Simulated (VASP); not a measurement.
# SnTe (Pm-3m) in VASP: notebook, part 2 of 2

VASP 6.6.1.

## (3) Single point, BLYP+D4

This run uses another cell than the first one, of 31.10 Å³/atom, 1.045 times its volume.

INCAR reads:

```
SYSTEM = SnTe
PREC = Accurate ; ENCUT = 520
EDIFF = 1E-6 ; ISMEAR = -1
SIGMA = 0.05 ; LREAL = .False.
LASPH = .True. ; NELM = 60
ALGO = Normal ; ISIF = 2
LWAVE = .False. ; LCHARG = .False.
GGA = B5 ; ALDAX = 1.0
AGGAX = 1.0 ; AGGAC = 1.0
ALDAC = 0.0 ; IVDW = 13
VDW_S6 = 1.0 ; VDW_S8 = 2.34076671
VDW_A1 = 0.44488865 ; VDW_A2 = 4.0933009
NBANDS = 17
```

KPOINTS reads:

```
Automatic mesh
0
Gamma
  7 7 7
  0 0 0
```

POSCAR reads:

```
SnTe
1.0
    3.9623114127      0.0000000000      0.0000000000
    0.0000000000      3.9623114127      0.0000000000
    0.0000000000      0.0000000000      3.9623114127
Te Sn
1 1
Direct
    0.5000000000      0.5000000000      0.5000000000
    0.0000000000      0.0000000000      0.0000000000
```

Potentials or basis: VASP PAW PBE potentials, release 64 (Te, Sn_d).

On the command line:

```bash
$ cat potpaw_PBE.64/Te/POTCAR potpaw_PBE.64/Sn_d/POTCAR > POTCAR
$ mpirun -np 1 vasp_std > vasp.out
```

It took 25 s on 1 thread of Intel Xeon Platinum 8375C at 2.90GHz (Ice Lake), shared host; peak memory 0.17 GiB.

It converged, with:

| Item | Value |
| --- | --- |
| Free energy | -7.4176 eV |
| Pressure | 0.1 GPa |
| Band gap on the k mesh | zero (band 10 reaches 7.15 eV, above the bottom of band 11 at 6.30 eV) |
| Dispersion energy per atom | -0.908 eV |

Levels at points of the mesh, in eV from the Fermi level:
```tsv
k point	band 6	band 7	band 8	band 9	band 10	band 11	band 12	band 13	band 14	band 15
(0.00, 0.00, 0.00)	-11.99	-5.59	-1.61	-1.61	-1.61	4.04	4.04	4.90	4.90	4.90
```

Caveat: the PAW data sets were made with another functional, which shifts forces and pressure a little; spin-orbit coupling is left out, which moves the levels of the heavy elements; pairwise dispersion overbinds metals, which lowers pressure and volume.

## (4) Relaxation of cell and atoms, BLYP+D3(BJ)

INCAR reads:

```
AGGAC = 1.0 ; AGGAX = 1.0
ALDAC = 0.0 ; ALDAX = 1.0
ALGO = Normal ; EDIFF = 1E-7
EDIFFG = -0.01 ; ENCUT = 600
GGA = B5 ; IBRION = 2
ISIF = 3 ; ISMEAR = -1
IVDW = 12 ; LASPH = True
LCHARG = False ; LREAL = False
LWAVE = False ; NELM = 60
NSW = 60 ; PREC = Accurate
SIGMA = 0.05 ; VDW_A1 = 0.4298
VDW_A2 = 4.2359 ; VDW_S6 = 1.0
VDW_S8 = 2.6996
```

KPOINTS reads:

```
k-points
0
Gamma
  7 7 7
```

POSCAR reads:

```
SnTe
1.0
    3.9047000000      0.0000000000      0.0000000000
    0.0000000000      3.9047000000      0.0000000000
    0.0000000000      0.0000000000      3.9047000000
Te Sn
1 1
Direct
    0.5000000000      0.5000000000      0.5000000000
    0.0000000000      0.0000000000      0.0000000000
```

On the command line:

```bash
$ cat potpaw_PBE.64/Te/POTCAR potpaw_PBE.64/Sn_d/POTCAR > POTCAR
$ mpirun -np 1 vasp_std > vasp.out
```

Run time: 75 s. Hardware: 1 thread of Intel Xeon Platinum 8375C at 2.90GHz (Ice Lake), shared host; peak memory 0.2 GiB.

It converged, with:

```yaml
Free_energy: -7.5367 eV
Relaxed_volume: 28.85 Å³/atom
Relaxed_cell: a = 3.864 Å, b = 3.864 Å, c = 3.864 Å, α = 90.00°, β = 90.00°, γ = 90.00°
Space_group_after_relaxing_to_0.05_Å: Pm-3m (No. 221)
Energy_gained_by_relaxing: 2.4 meV/atom
Ionic_steps: 4
Pressure_after_relaxing: 0.0 GPa
Band_gap_on_the_k_mesh: zero (band 10 reaches 8.05 eV, above the bottom of band 11 at 7.03 eV)
Dispersion_energy_per_atom: -1.020 eV
```

The path:
| step | energy change (eV) | largest force (eV/Å) | pressure (GPa) | volume (Å³) |
| --- | --- | --- | --- | --- |
| 1 | 0.0000 | 0.0000 | -0.69 | 59.53 |
| 2 | -0.0040 | 0.0000 | -0.39 | 58.44 |
| 3 | -0.0049 | 0.0000 | -0.09 | 57.87 |
| 4 | -0.0049 | 0.0000 | 0.01 | 57.71 |

Final structure:
```
CELL_PARAMETERS angstrom
3.86438 0.00000 0.00000
0.00000 3.86438 0.00000
0.00000 0.00000 3.86438
ATOMIC_POSITIONS crystal
Te 0.50000 0.50000 0.50000
Sn 0.00000 0.00000 0.00000
```

Levels at points of the mesh, in eV from the Fermi level:
| k point | band 7 | band 8 | band 9 | band 10 | band 11 | band 12 | band 13 | band 14 |
| --- | --- | --- | --- | --- | --- | --- | --- | --- |
| (0.00, 0.00, 0.00) | -5.33 | -1.77 | -1.77 | -1.77 | 3.92 | 3.92 | 5.42 | 5.42 |

Caveat: the PAW data sets were made with another functional, which shifts forces and pressure a little; spin-orbit coupling is left out, which moves the levels of the heavy elements; pairwise dispersion overbinds metals, which lowers pressure and volume.

## (5) Relaxation of cell and atoms, BLYP+D4

INCAR reads:

```
SYSTEM = SnTe
PREC     = Accurate       ! precision mode
ENCUT    = 600            ! plane-wave cutoff, eV
EDIFF    = 1E-6           ! SCF threshold, eV
ISMEAR   = -1             ! smearing method
SIGMA    = 0.05           ! smearing width, eV
LREAL    = .False.        ! projectors in reciprocal space
LASPH    = .True.         ! aspherical terms in the spheres
NELM     = 60             ! most SCF steps
ALGO     = Normal         ! electronic algorithm
ISIF     = 3              ! what is computed and relaxed
LWAVE    = .False.        ! write WAVECAR
LCHARG   = .False.        ! write CHGCAR
GGA      = B5             ! functional
ALDAX    = 1.0          
AGGAX    = 1.0          
AGGAC    = 1.0          
ALDAC    = 0.0          
IVDW     = 13             ! dispersion correction
VDW_S6   = 1.0          
VDW_S8   = 2.34076671   
VDW_A1   = 0.44488865   
VDW_A2   = 4.0933009    
IBRION   = 2              ! ionic algorithm
NSW      = 60             ! ionic steps
EDIFFG   = -0.01          ! ionic threshold
```

KPOINTS reads:

```
Automatic mesh
0
Gamma
  7 7 7
  0 0 0
```

POSCAR is that of step 4.

On the command line:

```bash
$ cat potpaw_PBE.64/Te/POTCAR potpaw_PBE.64/Sn_d/POTCAR > POTCAR
$ mpirun -np 1 vasp_std > vasp.out
```

It took 2.8 min on 1 thread of Intel Xeon Platinum 8375C at 2.90GHz (Ice Lake), shared host; peak memory 0.2 GiB.

Results (log left out):

| Item | Value |
| --- | --- |
| Free energy | -7.5000 eV |
| Relaxed volume | 33.52 Å³/atom |
| Relaxed cell | a = 4.062 Å, b = 4.062 Å, c = 4.062 Å, α = 90.00°, β = 90.00°, γ = 90.00° |
| Space group after relaxing (to 0.05 Å) | Pm-3m (No. 221) |
| Energy gained by relaxing | 104.6 meV/atom |
| Ionic steps | 11 |
| Pressure after relaxing | 0.0 GPa |
| Band gap on the k mesh | zero (band 10 reaches 6.31 eV, above the bottom of band 11 at 5.61 eV) |
| Dispersion energy per atom | -0.933 eV |

Step by step:
| step | energy change (eV) | largest force (eV/Å) | pressure (GPa) | volume (Å³) |
| --- | --- | --- | --- | --- |
| 1 | 0.0000 | 0.0000 | 2.91 | 59.53 |
| 2 | -0.1138 | 0.0000 | 0.69 | 64.32 |
| 3 | -0.1159 | 0.0000 | 2.18 | 64.56 |
| 4 | -0.1284 | 0.0000 | 6.26 | 65.05 |
| 5 | -0.1826 | 0.0000 | 8.61 | 66.03 |
| 6 | -0.1957 | 0.0000 | -3.62 | 68.02 |
| 7 | -0.2066 | 0.0000 | -1.95 | 67.42 |
| 8 | -0.2084 | 0.0000 | 1.30 | 66.86 |
| 9 | -0.2091 | 0.0000 | -0.25 | 67.08 |
| 10 | -0.2027 | 0.0000 | 4.22 | 66.52 |
| 11 | -0.2091 | 0.0000 | -0.01 | 67.04 |

Final structure:
```yaml
crystal:
  lattice:
    - [4.06240, 0.00000, 0.00000]
    - [0.00000, 4.06240, 0.00000]
    - [0.00000, 0.00000, 4.06240]
  atoms:
    - { symbol: Te, position: [0.50000, 0.50000, 0.50000] }
    - { symbol: Sn, position: [0.00000, 0.00000, 0.00000] }
```

Levels at points of the mesh, in eV from the Fermi level:
| k point | band 7 | band 8 | band 9 | band 10 | band 11 | band 12 | band 13 | band 14 |
| --- | --- | --- | --- | --- | --- | --- | --- | --- |
| (0.00, 0.00, 0.00) | -5.83 | -1.47 | -1.47 | -1.47 | 4.16 | 4.16 | 4.41 | 4.41 |

Caveat: the PAW data sets were made with another functional, which shifts forces and pressure a little; spin-orbit coupling is left out, which moves the levels of the heavy elements; pairwise dispersion overbinds metals, which lowers pressure and volume.

## (6) Single point, LDA (volume scaled by 1.06)

INCAR reads:

```
ALGO     = Normal         # electronic algorithm
EDIFF    = 1E-7           # SCF threshold, eV
ENCUT    = 520            # plane-wave cutoff, eV
GGA      = CA             # functional
ISIF     = 2              # what is computed and relaxed
ISMEAR   = -1             # smearing method
LASPH    = T              # aspherical terms in the spheres
LCHARG   = F              # write CHGCAR
LREAL    = F              # projectors in reciprocal space
LWAVE    = F              # write WAVECAR
NBANDS   = 17             # bands
NELM     = 80             # most SCF steps
PREC     = Accurate       # precision mode
SIGMA    = 0.05           # smearing width, eV
```

KPOINTS reads:

```
k-points
0
Gamma
  7 7 7
```

POSCAR reads:

```
SnTe
1.0
    3.9812821877      0.0000000000      0.0000000000
    0.0000000000      3.9812821877      0.0000000000
    0.0000000000      0.0000000000      3.9812821877
Te Sn
1 1
Direct
    0.5000000000      0.5000000000      0.5000000000
    0.0000000000      0.0000000000      0.0000000000
```

Potentials or basis: VASP PAW LDA potentials, release 64 (Te, Sn_d).

On the command line:

```bash
$ cat potpaw_LDA.64/Te/POTCAR potpaw_LDA.64/Sn_d/POTCAR > POTCAR
$ mpirun -np 1 vasp_std > vasp.out
```

Wall time 14 s (1 thread of Intel Xeon 6975P-C, shared host); peak memory 0.16 GiB.

Results (log left out):

```
Free energy            : -8.2196 eV
Pressure               : -6.0 GPa
Band gap on the k mesh : zero (band 10 reaches 6.34 eV, above the bottom of band 11 at 5.41 eV)
```

Levels at points of the mesh, in eV from the Fermi level:
```csv
k point,band 6,band 7,band 8,band 9,band 10,band 11,band 12,band 13,band 14,band 15
"(0.00, 0.00, 0.00)",-11.93,-5.56,-1.56,-1.56,-1.56,3.78,3.78,4.91,4.91,4.91
```

Caveat: the cell differs from its parent crystal (volume scaled by 1.06); spin-orbit coupling is left out, which moves the levels of the heavy elements.

## (7) Overview

| task | level | potentials or basis | cell | cutoff (eV) | smearing | gap on the mesh (eV) | pressure (GPa) | relaxed volume (Å³/atom) |
| --- | --- | --- | --- | --- | --- | --- | --- | --- |
| single point | PBE | VASP PAW PBE potentials, release 64 (Te, Sn_d) | a = 3.905 Å, 2 atoms | 520 | gaussian 0.03 eV | none | -1.2 | - |
| single point | BLYP+D4 | VASP PAW PBE potentials, release 64 (Te, Sn_d) | a = 3.962 Å, 2 atoms | 520 | fermi-dirac 0.05 eV | none | 0.1 | - |
| relaxation of cell and atoms | BLYP+D3(BJ) | VASP PAW PBE potentials, release 64 (Te, Sn_d) | relaxed from a = 3.905 Å, 2 atoms | 600 | fermi-dirac 0.05 eV | none | 0.0 | 28.85 |
| relaxation of cell and atoms | BLYP+D4 | VASP PAW PBE potentials, release 64 (Te, Sn_d) | relaxed from a = 3.905 Å, 2 atoms | 600 | fermi-dirac 0.05 eV | none | 0.0 | 33.52 |
| single point | LDA | VASP PAW LDA potentials, release 64 (Te, Sn_d) | a = 3.981 Å, 2 atoms | 520 | fermi-dirac 0.05 eV | none | -6.0 | - |

Alike in all rows: no spin polarisation; k mesh 7 × 7 × 7.

Caveats: spin-orbit coupling is left out, which moves the levels of the heavy elements; the PAW data sets were made with another functional, which shifts forces and pressure a little (some runs); pairwise dispersion overbinds metals, which lowers pressure and volume (some runs).

Absolute energies hang on the potentials; compare differences alone.
